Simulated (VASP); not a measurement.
# CdSe (Pm-3m) in VASP: notebook

The runs below take CdSe through single point, with PBE.

All numbers are computed with VASP 6.6.1; they aren't measurements. Logs are shortened: lines on timing, memory, paths and dates and some standing lists are left out, and cuts for length are marked.

## 1. The cell of the first run

The structure is cubic, space group Pm-3m (No. 221). Conventional cell: a = 3.533 Å, b = 3.533 Å, c = 3.533 Å, α = 90.00°, β = 90.00°, γ = 90.00°. Within 4.0 Å of Cd (site symmetry m-3m) lie 8 Se at 3.06 Å and 6 Cd at 3.53 Å. Within 4.0 Å of Se (site symmetry m-3m) lie 8 Cd at 3.06 Å and 6 Se at 3.53 Å.

## 2. Single point, PBE

INCAR

```
SYSTEM = CdSe
ALGO = Normal ; EDIFF = 1E-7
ENCUT = 520 ; GGA = PE
ISIF = 2 ; ISMEAR = -1
LASPH = .True. ; LCHARG = .False.
LREAL = .False. ; LWAVE = .False.
NBANDS = 16 ; NELM = 80
PREC = Accurate ; SIGMA = 0.02
```

KPOINTS

```
k-points
0
Gamma
  6 6 6
  0 0 0
```

POSCAR

```
CdSe
1.0
    3.5331017187      0.0000000000      0.0000000000
    0.0000000000      3.5331017187      0.0000000000
    0.0000000000      0.0000000000      3.5331017187
Cd Se
1 1
Direct
    0.0000000000      0.0000000000      0.0000000000
    0.5000000000      0.5000000000      0.5000000000
```

Potentials or basis: VASP PAW PBE potentials, release 64 (Cd, Se).

Command:

```
$ cat potpaw_PBE.64/Cd/POTCAR potpaw_PBE.64/Se/POTCAR > POTCAR
$ mpirun -np 1 vasp_std > vasp.out
```

OUTCAR:

```text
SYSTEM = CdSe
   EDIFF = 1E-7
   ENCUT = 520
   GGA = PE
   ISIF = 2
   ISMEAR = -1
   LASPH = .True.
   LREAL = .False.
   NELM = 80
   PREC = Accurate

 ion  position               nearest neighbor table
   1  0.000  0.000  0.000-   2 3.06   2 3.06   2 3.06   2 3.06   2 3.06   2 3.06   2 3.06   2 3.06

   2  0.500  0.500  0.500-   1 3.06   1 3.06   1 3.06   1 3.06   1 3.06   1 3.06   1 3.06   1 3.06

  LATTYP: Found a simple cubic cell.
 ALAT       =     3.5331017187

  Lattice vectors:

 A1 = (   3.5331017187,   0.0000000000,   0.0000000000)
 A2 = (   0.0000000000,   3.5331017187,   0.0000000000)
 A3 = (   0.0000000000,   0.0000000000,   3.5331017187)

Analysis of symmetry for initial positions (statically):
=====================================================================
 Subroutine PRICEL returns:
 Original cell was already a primitive cell.

 Routine SETGRP: Setting up the symmetry group for a
 simple cubic supercell.

 Subroutine GETGRP returns: Found 48 space group operations
 (whereof 48 operations were pure point group operations)
 out of a pool of 48 trial point group operations.

The static configuration has the point symmetry O_h .

Analysis of symmetry for dynamics (positions and initial velocities):
=====================================================================
 Subroutine PRICEL returns:
 Original cell was already a primitive cell.

 Routine SETGRP: Setting up the symmetry group for a
 simple cubic supercell.

 Subroutine GETGRP returns: Found 48 space group operations
 (whereof 48 operations were pure point group operations)
 out of a pool of 48 trial point group operations.

The dynamic configuration has the point symmetry O_h .

 Subroutine INISYM returns: Found 48 space group operations
 (whereof 48 operations are pure point group operations),
 and found     1 'primitive' translations

----------------------------------------------------------------------------------------

                                     Primitive cell

  volume of cell :      44.1030

  direct lattice vectors                    reciprocal lattice vectors
     3.533101719  0.000000000  0.000000000     0.283037421  0.000000000  0.000000000
     0.000000000  3.533101719  0.000000000     0.000000000  0.283037421  0.000000000
     0.000000000  0.000000000  3.533101719     0.000000000  0.000000000  0.283037421

  length of vectors
     3.533101719  3.533101719  3.533101719     0.283037421  0.283037421  0.283037421

  position of ions in fractional coordinates (direct lattice)
     0.000000000  0.000000000  0.000000000
     0.500000000  0.500000000  0.500000000

  ion indices of the primitive-cell ions
   primitive index   ion index
                 1           1
                 2           2

----------------------------------------------------------------------------------------

 KPOINTS: k-points

Automatic generation of k-mesh.
 Grid dimensions read from file:
 generate k-points for:    6    6    6

 Generating k-lattice:

  Cartesian coordinates                     Fractional coordinates (reciprocal lattice)
     0.047172904  0.000000000  0.000000000     0.166666667  0.000000000  0.000000000
     0.000000000  0.047172904  0.000000000     0.000000000  0.166666667  0.000000000
     0.000000000  0.000000000  0.047172904     0.000000000  0.000000000  0.166666667

  Length of vectors
     0.047172904  0.047172904  0.047172904

  Shift w.r.t. Gamma in fractional coordinates (k-lattice)
     0.000000000  0.000000000  0.000000000

 Subroutine IBZKPT returns following result:
 ===========================================

 Found     20 irreducible k-points:

 Following reciprocal coordinates:
            Coordinates               Weight
  0.000000  0.000000  0.000000      1.000000
  0.166667  0.000000  0.000000      6.000000
  0.333333  0.000000  0.000000      6.000000
  0.500000  0.000000  0.000000      3.000000
  0.166667  0.166667  0.000000     12.000000
  0.333333  0.166667  0.000000     24.000000
[... 12 lines left out ...]
  0.500000  0.500000  0.333333      6.000000
  0.500000  0.500000  0.500000      1.000000
   k-points           NKPTS =     20   k-points in BZ     NKDIM =     20   number of bands    NBANDS=     16
   number of dos      NEDOS =    301   number of ions     NIONS =      2
   total plane-waves  NPLWV =  21952
   dimension x,y,z NGX =    28 NGY =   28 NGZ =   28
   dimension x,y,z NGXF=    56 NGYF=   56 NGZF=   56
   ions per type =               1   1
   NGX,Y,Z   is equivalent  to a cutoff of  13.18, 13.18, 13.18 a.u.
   NGXF,Y,Z  is equivalent  to a cutoff of  26.35, 26.35, 26.35 a.u.
 SYSTEM =  CdSe
   PREC   = accura    normal or accurate (medium, high low for compatibility)
   ISTART =      0    job   : 0-new  1-cont  2-samecut
   ICHARG =      2    charge: 1-file 2-atom 10-const
   ISPIN  =      1    spin polarized calculation?
   LNONCOLLINEAR =      F non collinear calculations
   LSORBIT =      F    spin-orbit coupling
   LASPH  =      T    aspherical Exc in radial PAW
   ENCUT  =  520.0 eV  38.22 Ry    6.18 a.u.   6.57  6.57  6.57*2*pi/ulx,y,z
   NELM   =     80;   NELMIN=  2; NELMDL= -5     # of ELM steps
   EDIFF  = 0.1E-06   stopping-criterion for ELM
   LREAL  =      F    real-space projection
   EDIFFG = 0.1E-05   stopping-criterion for IOM
   NSW    =      0    number of steps for IOM
   IBRION =     -1    ionic relax: 0-MD 1-quasi-New 2-CG
   NFREE  =      0    steps in history (QN), initial steepest desc. (CG)
   ISIF   =      2    stress and relaxation
   ISYM   =      2    0-nonsym 1-usesym 2-fastsym
   POTIM  = 0.5000    time-step for ionic-motion
   TEBEG  =    0.0;   TEEND  =   0.0 temperature during run
   PSTRESS=    0.0 pullay stress
   NELECT =      18.0000    total number of electrons
   NUPDOWN=      -1.0000    fix difference up-down
   EMIN   =  10.00;   EMAX   =-10.00  energy-range for DOS
   EFERMI =   0.00;   METHOD = LEGACY
   ISMEAR =    -1;   SIGMA  =   0.02  broadening in eV -4-tet -1-fermi 0-gaus
   EFERMI_NEDOS =   21; number of points for ismear=-14 and -15
   IALGO  =     38    algorithm
   IMIX   =      4    mixing-type and parameters
     AMIX     =   0.40;   BMIX     =  1.00
     AMIX_MAG =   1.60;   BMIX_MAG =  1.00
  volume/ion in A,a.u.               =      22.05       148.81
  Fermi-wavevector in a.u.,A,eV,Ry     =   1.214347  2.294783 20.063682  1.474639
  Thomas-Fermi vector in A             =   2.349770
   LORBIT       =      0    0 simple, 1 ext, 2 COOP (PROOUT), +10 PAW based schemes
   GGA     = PE    functional components
   LHFCALC =     F    Hartree Fock is set to
   AEXX    =    0.0000 exact exchange contribution
   IVDW    =     0    specifies the selected vdW correction
   LEPSILON=     F    determine dielectric tensor
   LRPA    =     F    only Hartree local field effects (RPA)
 non-spin polarized calculation
  energy-cutoff  :      520.00
  volume of cell :       44.10
 maximum number of plane-waves:      1213
 NGX is ok and might be reduce to    28
   NGX = 13   NGY = 13   NGZ = 13

 number of electron      17.9999995 magnetization

 Free energy of the ion-electron system (eV)
  ---------------------------------------------------
  ext. energy  EPLUGINS =         0.00000000
  ---------------------------------------------------
  free energy    TOTEN  =        -4.27460585 eV

  energy without entropy =       -4.27056368  energy(sigma->0) =       -4.27258476

 E-fermi :   3.5235     XC(G=0): -10.5057

 val. band max:        3.5207753070   @ k =   0.5000   0.0000   0.0000
 cond. band min:       3.5518179749   @ k =   0.5000   0.1667   0.0000
 fundamental gap:      0.0310426679
 Fermi energy:         3.5235467307

 k-point     1 :       0.0000    0.0000    0.0000
  band No.  band energies     occupation
      1     -10.2606      2.00000
      2      -5.3303      2.00000
      3      -5.3303      2.00000
      4      -4.8918      2.00000
      5      -4.8918      2.00000
      6      -4.8918      2.00000
[... 8 lines left out ...]
     15      14.1928      0.00000
     16      18.1586      0.00000

 k-point     2 :       0.1667    0.0000    0.0000
  band No.  band energies     occupation
      1     -10.0709      2.00000
      2      -5.3182      2.00000
      3      -5.2676      2.00000
      4      -4.9479      2.00000
      5      -4.9479      2.00000
      6      -4.8874      2.00000
[... 8 lines left out ...]
     15      13.3566      0.00000
     16      17.3825      0.00000

 k-point     3 :       0.3333    0.0000    0.0000
  band No.  band energies     occupation
      1      -9.6248      2.00000
      2      -5.2938      2.00000
      3      -5.1868      2.00000
      4      -5.0552      2.00000
      5      -5.0552      2.00000
      6      -4.8784      2.00000
[... 8 lines left out ...]
     15      15.1651      0.00000
     16      15.7040      0.00000

 k-point     4 :       0.5000    0.0000    0.0000
  band No.  band energies     occupation
      1      -9.3517      2.00000
      2      -5.2815      2.00000
      3      -5.1999      2.00000
      4      -5.1065      2.00000
      5      -5.1065      2.00000
      6      -4.8740      2.00000
[... 8 lines left out ...]
     15      14.2539      0.00000
     16      18.3196      0.00000
[... 248 lines left out ...]
 k-point    18 :       0.5000    0.3333    0.3333
  band No.  band energies     occupation
      1      -8.5624      2.00000
      2      -5.3622      2.00000
      3      -5.2825      2.00000
      4      -4.9840      2.00000
      5      -4.8804      2.00000
      6      -4.7864      2.00000
[... 8 lines left out ...]
     15      16.6577      0.00000
     16      18.6107      0.00000

 k-point    19 :       0.5000    0.5000    0.3333
  band No.  band energies     occupation
      1      -8.3609      2.00000
      2      -5.3610      2.00000
      3      -5.3610      2.00000
      4      -5.1913      2.00000
      5      -4.8313      2.00000
      6      -4.7217      2.00000
[... 8 lines left out ...]
     15      19.4186      0.00000
     16      19.4186      0.00000

 k-point    20 :       0.5000    0.5000    0.5000
  band No.  band energies     occupation
      1      -8.0943      2.00000
      2      -5.4548      2.00000
      3      -5.4548      2.00000
      4      -5.4548      2.00000
      5      -4.7195      2.00000
      6      -4.7195      2.00000
[... 8 lines left out ...]
     15      20.4745      0.00000
     16      20.4745      0.00000

------------------------ aborting loop because EDIFF is reached ----------------------------------------

  FORCE on cell =-STRESS in cart. coord.  units (eV):
  Direction    XX          YY          ZZ          XY          YZ          ZX
  --------------------------------------------------------------------------------------
  -------------------------------------------------------------------------------------
  Total        0.3940596      0.3940596      0.3940596      0.0000000     -0.0000000     -0.0000000
  in kB       14.3154186     14.3154186     14.3154186      0.0000000     -0.0000000     -0.0000000
  external PRESSURE =      14.3154186 kB  Pullay stress =       0.0000000 kB

 VOLUME and BASIS-vectors are now :
 -----------------------------------------------------------------------------
  energy-cutoff  :      520.00
  volume of cell :       44.10
      direct lattice vectors                 reciprocal lattice vectors
     3.533101719  0.000000000  0.000000000     0.283037421  0.000000000  0.000000000
     0.000000000  3.533101719  0.000000000     0.000000000  0.283037421  0.000000000
     0.000000000  0.000000000  3.533101719     0.000000000  0.000000000  0.283037421

 POSITION                                       TOTAL-FORCE (eV/Angst)
 -----------------------------------------------------------------------------------
      0.00000      0.00000      0.00000         0.000000      0.000000      0.000000
      1.76655      1.76655      1.76655         0.000000      0.000000      0.000000
 -----------------------------------------------------------------------------------
    total drift:                               -0.000000      0.000000      0.000000

  FREE ENERGIE OF THE ION-ELECTRON SYSTEM (eV)
  ---------------------------------------------------
  free  energy   TOTEN  =        -4.2746058465 eV

  energy  without entropy=       -4.2705636791  energy(sigma->0) =       -4.27258476
```

Run time: 13 s. Hardware: 1 thread of Intel Xeon Platinum 8375C at 2.90GHz (Ice Lake), shared host; peak memory 0.16 GiB.

What came out:

```
Free energy            : -4.2746 eV
Pressure               : 1.4 GPa
Band gap on the k mesh : zero (band 9 reaches 3.55 eV, above the bottom of band 10 at 2.26 eV)
```

Levels at points of the mesh, in eV from the Fermi level:
```csv
k point,band 7,band 8,band 9,band 10,band 11,band 12
"(0.00, 0.00, 0.00)",-1.61,-1.26,-1.26,-1.26,6.04,6.04
"(0.50, 0.00, 0.00)",-6.11,0.00,0.00,2.68,3.96,6.55
"(0.50, 0.50, 0.00)",-4.54,-4.54,-1.54,0.13,7.15,7.15
"(0.50, 0.50, 0.50)",-2.29,-2.29,-2.29,1.35,1.35,1.35
```

[end of part 1 of 2]
